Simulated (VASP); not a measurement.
# SiW8C8Cl2 in VASP: single point with PBE

Aim: the single point of SiW8C8Cl2 with PBE.

All numbers are computed with VASP 6.6.1; they aren't measurements. Logs are shortened: lines on timing, memory, paths and dates and some standing lists are left out, and cuts for length are marked.

## (1) The cell of the first run

The cell holds a slab with vacuum, 19 atoms: a = 5.801 Å, b = 5.801 Å, c = 16.247 Å, α = 90.00°, β = 90.00°, γ = 120.00°.

## (2) Single point, PBE

Input file INCAR:

```
SYSTEM = SiW8C8Cl2
  ALGO = Normal
  EDIFF = 1E-6
  ENCUT = 520
  GGA = PE
  ISIF = 2
  ISMEAR = -1
  LASPH = .True.
  LCHARG = .False.
  LREAL = Auto
  LWAVE = .False.
  NBANDS = 96
  NELM = 60
  PREC = Accurate
  SIGMA = 0.1
```

Input file KPOINTS:

```
k-points
0
Gamma
  3 3 1
  0 0 0
```

Input file POSCAR:

```
SiW8C8Cl2
1.0
    5.8006000000      0.0000000000      0.0000000000
   -2.9003000000      5.0234670000      0.0000000000
    0.0000000000      0.0000000000     16.2466500000
W C Si Cl
8 8 1 2
Direct
    0.0000000000      0.0000000000      0.0615511505
    0.0004025318     -0.0141933848      0.2355008571
   -0.0000119541      0.4999933313      0.0615511505
    0.0143810159      0.5015062307      0.2393539591
    0.5000000000      0.0000000000      0.0615511505
    0.5000829429     -0.0087987042      0.2401725894
    0.5000052854      0.4999933313      0.0615511505
    0.5107868098      0.5075578281      0.2373227712
    0.3117119108      0.1580581698      0.1392348576
    0.3360221038      0.1734061356      0.3162867422
    0.3235871642      0.6737577852      0.1397703527
    0.3258900213      0.6685024506      0.3190503888
    0.8400476076      0.1789401622      0.1493046259
    0.8245645082      0.1593520969      0.3159051251
    0.8407401278      0.6707917062      0.1443620685
    0.8224756716      0.6409517570      0.3039765121
    0.3355529673      0.4233729414      0.3867074135
   -0.1144166737      0.1752972598      0.4306303146
    0.5026083857      0.4836500369      0.4979549630
```

Potentials or basis: VASP PAW PBE potentials, release 64 (W_sv, C, Si, Cl).

On the command line:

```console
$ cat potpaw_PBE.64/W_sv/POTCAR potpaw_PBE.64/C/POTCAR potpaw_PBE.64/Si/POTCAR potpaw_PBE.64/Cl/POTCAR > POTCAR
$ mpirun -np 1 vasp_std > vasp.out
```

OUTCAR:

```text
SYSTEM = SiW8C8Cl2
   EDIFF = 1E-6
   ENCUT = 520
   GGA = PE
   ISIF = 2
   ISMEAR = -1
   LASPH = .True.
   LREAL = Auto
   NELM = 60
   PREC = Accurate

 ion  position               nearest neighbor table
   1  0.000  0.000  0.062-   9 2.01  15 2.13  13 2.22   2 2.83   3 2.90   7 2.90   5 2.90   5 2.90
                             7 2.90   3 2.90
   2  0.000  0.986  0.236-  16 2.06  10 2.14  15 2.17  14 2.19   9 2.21  13 2.26   8 2.81   1 2.83
                             4 2.85   6 2.88   6 2.92   4 2.95   8 2.99
   3  1.000  0.500  0.062-  11 2.06  15 2.14  13 2.15   4 2.89   7 2.90   5 2.90   1 2.90   1 2.90
                             5 2.90   7 2.90
   4  0.014  0.502  0.239-  16 1.97  12 2.03  14 2.12  13 2.18  11 2.25  15 2.31   6 2.83   2 2.85
                             8 2.86   3 2.89   8 2.94   2 2.95   6 2.97  17 3.20
   5  0.500  0.000  0.062-  11 2.08   9 2.15  13 2.23   7 2.90   3 2.90   1 2.90   1 2.90   7 2.90
                             3 2.90   6 2.90
   6  0.500  0.991  0.240-  14 2.04  12 2.07  10 2.13  13 2.26  11 2.28   9 2.42   4 2.83   8 2.84
                             2 2.88   5 2.90   2 2.92   8 2.96   4 2.97
   7  0.500  0.500  0.062-   9 2.13  11 2.17  15 2.18   8 2.86   3 2.90   5 2.90   1 2.90   1 2.90
                             5 2.90   3 2.90
   8  0.511  0.508  0.237-  16 1.91  10 2.11  12 2.19  15 2.24   9 2.38  11 2.38  17 2.58   2 2.81
                             6 2.84   7 2.86   4 2.86   4 2.94   6 2.96   2 2.99
   9  0.312  0.158  0.139-   1 2.01   7 2.13   5 2.15   2 2.21   8 2.38   6 2.42
  10  0.336  0.173  0.316-  17 1.85   8 2.11   6 2.13   2 2.14
  11  0.324  0.674  0.140-   3 2.06   5 2.08   7 2.17   4 2.25   6 2.28   8 2.38
  12  0.326  0.669  0.319-  17 1.82   4 2.03   6 2.07   8 2.19
  13  0.840  0.179  0.149-   3 2.15   4 2.18   1 2.22   5 2.23   6 2.26   2 2.26
  14  0.825  0.159  0.316-  18 1.89   6 2.04   4 2.12   2 2.19
  15  0.841  0.671  0.144-   1 2.13   3 2.14   2 2.17   7 2.18   8 2.24   4 2.31
  16  0.822  0.641  0.304-   8 1.91   4 1.97   2 2.06
  17  0.336  0.423  0.387-  12 1.82  10 1.85  19 2.00  18 2.37   8 2.58   4 3.20
  18  0.886  0.175  0.431-  14 1.89  17 2.37
  19  0.503  0.484  0.498-  17 2.00

  LATTYP: Found a hexagonal cell.
 ALAT       =     5.8006000000
 C/A-ratio  =     2.8008568079

  Lattice vectors:

 A1 = (   5.8006000000,   0.0000000000,   0.0000000000)
 A2 = (  -2.9003000000,   5.0234670000,   0.0000000000)
 A3 = (   0.0000000000,   0.0000000000,  16.2466500000)

Analysis of symmetry for initial positions (statically):
=====================================================================
 Subroutine PRICEL returns:
 Original cell was already a primitive cell.

 Routine SETGRP: Setting up the symmetry group for a
 hexagonal supercell.

 Subroutine GETGRP returns: Found  1 space group operations
 (whereof  1 operations were pure point group operations)
 out of a pool of 24 trial point group operations.

The static configuration has the point symmetry C_1 .

Analysis of symmetry for dynamics (positions and initial velocities):
=====================================================================
 Subroutine PRICEL returns:
 Original cell was already a primitive cell.

 Routine SETGRP: Setting up the symmetry group for a
 hexagonal supercell.

 Subroutine GETGRP returns: Found  1 space group operations
 (whereof  1 operations were pure point group operations)
 out of a pool of 24 trial point group operations.

The dynamic configuration has the point symmetry C_1 .

 Subroutine INISYM returns: Found  1 space group operations
 (whereof  1 operations are pure point group operations),
 and found     1 'primitive' translations

----------------------------------------------------------------------------------------

                                     Primitive cell

  volume of cell :     473.4131

  direct lattice vectors                    reciprocal lattice vectors
     5.800600000  0.000000000  0.000000000     0.172395959  0.099532853  0.000000000
    -2.900300000  5.023467000  0.000000000     0.000000000  0.199065705  0.000000000
     0.000000000  0.000000000 16.246650000     0.000000000  0.000000000  0.061551151

  length of vectors
     5.800600000  5.800600037 16.246650000     0.199065706  0.199065705  0.061551151

  position of ions in fractional coordinates (direct lattice)
     0.000000000  0.000000000  0.061551151
     0.000402532  0.985806615  0.235500857
     0.999988046  0.499993331  0.061551151
     0.014381016  0.501506231  0.239353959
     0.500000000  0.000000000  0.061551151
     0.500082943  0.991201296  0.240172589
[... 11 lines left out ...]
     0.885583326  0.175297260  0.430630315
     0.502608386  0.483650037  0.497954963

  ion indices of the primitive-cell ions
   primitive index   ion index
                 1           1
                 2           2
                 3           3
                 4           4
                 5           5
                 6           6
[... 11 lines left out ...]
                18          18
                19          19

----------------------------------------------------------------------------------------

 KPOINTS: k-points

Automatic generation of k-mesh.
 Grid dimensions read from file:
 generate k-points for:    3    3    1

 Generating k-lattice:

  Cartesian coordinates                     Fractional coordinates (reciprocal lattice)
     0.057465320  0.033177618  0.000000000     0.333333333  0.000000000  0.000000000
     0.000000000  0.066355235  0.000000000     0.000000000  0.333333333  0.000000000
     0.000000000  0.000000000  0.061551151     0.000000000  0.000000000  1.000000000

  Length of vectors
     0.066355235  0.066355235  0.061551151

  Shift w.r.t. Gamma in fractional coordinates (k-lattice)
     0.000000000  0.000000000  0.000000000

 Subroutine IBZKPT returns following result:
 ===========================================

 Found      5 irreducible k-points:

 Following reciprocal coordinates:
            Coordinates               Weight
  0.000000  0.000000  0.000000      1.000000
  0.333333  0.000000  0.000000      2.000000
  0.000000  0.333333  0.000000      2.000000
 -0.333333  0.333333  0.000000      2.000000
  0.333333  0.333333  0.000000      2.000000
   k-points           NKPTS =      5   k-points in BZ     NKDIM =      5   number of bands    NBANDS=     96
   number of dos      NEDOS =    301   number of ions     NIONS =     19
   total plane-waves  NPLWV = 290304
   dimension x,y,z NGX =    48 NGY =   48 NGZ =  126
   dimension x,y,z NGXF=    96 NGYF=   96 NGZF=  252
   ions per type =               8   8   1   2
   NGX,Y,Z   is equivalent  to a cutoff of  13.76, 13.76, 12.89 a.u.
   NGXF,Y,Z  is equivalent  to a cutoff of  27.51, 27.51, 25.79 a.u.
 SYSTEM =  SiW8C8Cl2
   PREC   = accura    normal or accurate (medium, high low for compatibility)
   ISTART =      0    job   : 0-new  1-cont  2-samecut
   ICHARG =      2    charge: 1-file 2-atom 10-const
   ISPIN  =      1    spin polarized calculation?
   LNONCOLLINEAR =      F non collinear calculations
   LSORBIT =      F    spin-orbit coupling
   LASPH  =      T    aspherical Exc in radial PAW
   ENCUT  =  520.0 eV  38.22 Ry    6.18 a.u.  10.79 10.79 30.21*2*pi/ulx,y,z
   NELM   =     60;   NELMIN=  2; NELMDL= -5     # of ELM steps
   EDIFF  = 0.1E-05   stopping-criterion for ELM
   LREAL  =      T    real-space projection
   EDIFFG = 0.1E-04   stopping-criterion for IOM
   NSW    =      0    number of steps for IOM
[... 5 lines left out ...]
   TEBEG  =    0.0;   TEEND  =   0.0 temperature during run
   PSTRESS=    0.0 pullay stress
   NELECT =     162.0000    total number of electrons
   NUPDOWN=      -1.0000    fix difference up-down
   EMIN   =  10.00;   EMAX   =-10.00  energy-range for DOS
   EFERMI =   0.00;   METHOD = LEGACY
   ISMEAR =    -1;   SIGMA  =   0.10  broadening in eV -4-tet -1-fermi 0-gaus
   EFERMI_NEDOS =   21; number of points for ismear=-14 and -15
   IALGO  =     38    algorithm
   IMIX   =      4    mixing-type and parameters
     AMIX     =   0.40;   BMIX     =  1.00
     AMIX_MAG =   1.60;   BMIX_MAG =  1.00
  volume/ion in A,a.u.               =      24.92       168.14
  Fermi-wavevector in a.u.,A,eV,Ry     =   1.145073  2.163874 17.839844  1.311192
  Thomas-Fermi vector in A             =   2.281762
   LORBIT       =      0    0 simple, 1 ext, 2 COOP (PROOUT), +10 PAW based schemes
   GGA     = PE    functional components
   LHFCALC =     F    Hartree Fock is set to
   AEXX    =    0.0000 exact exchange contribution
   IVDW    =     0    specifies the selected vdW correction
   LEPSILON=     F    determine dielectric tensor
   LRPA    =     F    only Hartree local field effects (RPA)
 non-spin polarized calculation
  energy-cutoff  :      520.00
  volume of cell :      473.41
 maximum number of plane-waves:     12777
 NGX is ok and might be reduce to    48
   NGX = 21   NGY = 21   NGZ = 61

 number of electron     161.9999987 magnetization

 Free energy of the ion-electron system (eV)
  ---------------------------------------------------
  ext. energy  EPLUGINS =         0.00000000
  ---------------------------------------------------
  free energy    TOTEN  =      -176.24372268 eV

  energy without entropy =     -176.04056704  energy(sigma->0) =     -176.14214486

 E-fermi :   1.8376     XC(G=0):  -7.2374

 val. band max:        1.8276538887   @ k =  -0.3333   0.3333   0.0000
 cond. band min:       1.8392777626   @ k =   0.3333   0.3333   0.0000
 fundamental gap:      0.0116238739
 Fermi energy:         1.8376446964

 k-point     1 :       0.0000    0.0000    0.0000
  band No.  band energies     occupation
      1     -72.0163      2.00000
      2     -71.9725      2.00000
      3     -71.9598      2.00000
      4     -71.9426      2.00000
      5     -71.9371      2.00000
      6     -71.9227      2.00000
[... 85 lines left out ...]
     92       5.1474      0.00000
     93       5.3231      0.00000

 k-point     2 :       0.3333    0.0000    0.0000
  band No.  band energies     occupation
      1     -72.0063      2.00000
      2     -71.9710      2.00000
      3     -71.9560      2.00000
      4     -71.9442      2.00000
      5     -71.9426      2.00000
      6     -71.9231      2.00000
[... 373 lines left out ...]
     92       4.4439      0.00000
     93       4.5199      0.00000
 [bands above 93 left out]

------------------------ aborting loop because EDIFF is reached ----------------------------------------

  FORCE on cell =-STRESS in cart. coord.  units (eV):
  Direction    XX          YY          ZZ          XY          YZ          ZX
  --------------------------------------------------------------------------------------
  -------------------------------------------------------------------------------------
  Total        7.9250874      4.9961032      0.9817974      4.0547398      0.6913604      1.8520263
  in kB       26.8209619     16.9083679      3.3227078     13.7225011      2.3397787      6.2678333
  external PRESSURE =      15.6840125 kB  Pullay stress =       0.0000000 kB

 VOLUME and BASIS-vectors are now :
 -----------------------------------------------------------------------------
  energy-cutoff  :      520.00
  volume of cell :      473.41
      direct lattice vectors                 reciprocal lattice vectors
     5.800600000  0.000000000  0.000000000     0.172395959  0.099532853  0.000000000
    -2.900300000  5.023467000  0.000000000     0.000000000  0.199065705  0.000000000
     0.000000000  0.000000000 16.246650000     0.000000000  0.000000000  0.061551151

 POSITION                                       TOTAL-FORCE (eV/Angst)
 -----------------------------------------------------------------------------------
      0.00000      0.00000      1.00000        -0.892972     -0.169963     -0.559047
     -2.85680      4.95217      3.82610        -0.132377      1.941852      0.937991
      4.35040      2.51170      1.00000        -0.313286     -0.293743      0.260157
     -1.37110      2.51930      3.88870        -0.936881     -0.742054     -0.996617
      2.90030      0.00000      1.00000         0.056465      0.440336      0.326027
      0.02600      4.97927      3.90200        -1.252340      1.226945     -0.130332
[... 11 lines left out ...]
      4.62850      0.88060      6.99630        -0.175735      0.105512     -0.903025
      1.51270      2.42960      8.09010         0.445460      0.320805      0.814545
 -----------------------------------------------------------------------------------
    total drift:                                0.000608      0.013761     -0.012959

  FREE ENERGIE OF THE ION-ELECTRON SYSTEM (eV)
  ---------------------------------------------------
  free  energy   TOTEN  =      -176.2437226799 eV

  energy  without entropy=     -176.0405670429  energy(sigma->0) =     -176.14214486
```

Wall time 9.9 min (1 thread of Intel Xeon Platinum 8559C (Emerald Rapids), shared host); peak memory 0.68 GiB.

What came out:

```yaml
Free_energy: -176.2437 eV
Largest_force: 2.926 eV/Å
Band_gap_on_the_k_mesh: zero (bands 81 and 82 overlap by 0.53 eV)
```

Forces in eV/Å, atoms in the order of the input:
```
W   -0.893 -0.170 -0.559
W   -0.132  1.942  0.938
W   -0.313 -0.294  0.260
W   -0.937 -0.742 -0.997
W    0.056  0.440  0.326
W   -1.252  1.227 -0.130
W   -0.159  0.144  0.088
W   -1.297 -1.491 -2.158
C    1.915  0.874  1.419
C   -0.223 -0.451 -0.190
C    1.455 -0.195  0.802
C    1.201 -0.434  0.618
C   -0.067 -1.264 -0.843
C    0.607  0.061  0.504
C   -0.340 -0.367 -0.991
C    0.551  1.137  1.391
Si  -0.441 -0.846 -0.390
Cl  -0.176  0.106 -0.903
Cl   0.445  0.321  0.815
```

Levels at points of the mesh, in eV from the Fermi level:
| k point | band 79 | band 80 | band 81 | band 82 | band 83 | band 84 |
| --- | --- | --- | --- | --- | --- | --- |
| (0.00, 0.00, 0.00) | 0.29 | 0.50 | 0.52 | 0.56 | 0.64 | 1.20 |

Caveat: the k points lie up to 0.42 Å⁻¹ apart, too coarse for converged energies and pressures of a metal; there is no dipole correction, which matters where the two faces differ; spin-orbit coupling is left out, which moves the levels of the heavy elements.
